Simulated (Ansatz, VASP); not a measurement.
## One calculation of SiC, two programs

```
Si C
1.0
     0.00000    2.10602    2.31662
     2.10602    0.00000    2.31662
     2.10602    2.10602    0.00000
Si C
1 1
Direct
  0.00000 0.00000 0.00000
  0.75000 0.75000 0.75000
```

Alike in both runs: task single point; functional PBE; k mesh 4 × 4 × 4; occupations gaussian, width 0.05 eV; no spin polarisation.

```csv
,VASP,Ansatz
version,VASP 6.6.1,Ansatz 0.2.0
potentials or method,"VASP PAW PBE potentials, release 64 (Si, C), cutoff 520 eV","scalar-relativistic, plane waves, PAW"
valence electrons in the cell,8,8
```

```csv
,VASP,Ansatz,Ansatz less VASP
gap on the k mesh at the Fermi level (eV),0.79,0.80,+0.002
least direct gap on the mesh (eV),4.43,4.44,+0.004
pressure (GPa),4.6,4.6,+0.05
"traceless stress, the component that is largest in VASP (GPa)",-19.64,-19.57,+0.065
```

The k mesh is coarse, so the values compare programs but aren't converged.
